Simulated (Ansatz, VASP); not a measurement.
# One calculation of Li4Mo, two programs

```
CELL_PARAMETERS angstrom
4.12116 0.00000 0.00000
-2.06058 3.56903 0.00000
0.00000 0.00000 5.02287
ATOMIC_POSITIONS crystal
Li 0.50000 0.00000 0.87244
Li 0.00000 0.50000 0.87244
Li 0.50000 0.50000 0.87244
Li 0.00000 0.00000 0.81540
Mo 0.00000 0.00000 0.28861
```

Alike in both runs: task single point; functional PBE; k mesh 6 × 6 × 4; occupations gaussian, width 0.1 eV; no spin polarisation.

```csv
,VASP,Ansatz
version,VASP 6.6.1,Ansatz 0.2.0
potentials or method,"VASP PAW PBE potentials, release 64 (Li_sv, Mo_sv), cutoff 520 eV","scalar-relativistic, plane waves, PAW"
valence electrons in the cell,26,26
```

```tsv
	VASP	Ansatz	Ansatz less VASP
gap on the k mesh at the Fermi level (eV)	none	none	-
rms of the force components (eV/Å)	0.569	0.561	-0.0080
```

Atom by atom the forces differ by 0.008 eV/Å (rms over components). A gap of «none» marks a metal or a gap that the smearing closes. The functional is the same, so the differences come from potentials, cutoffs and numerics.

Noted on VASP's run: the cutoff is short for stress, so the pressure is rough.
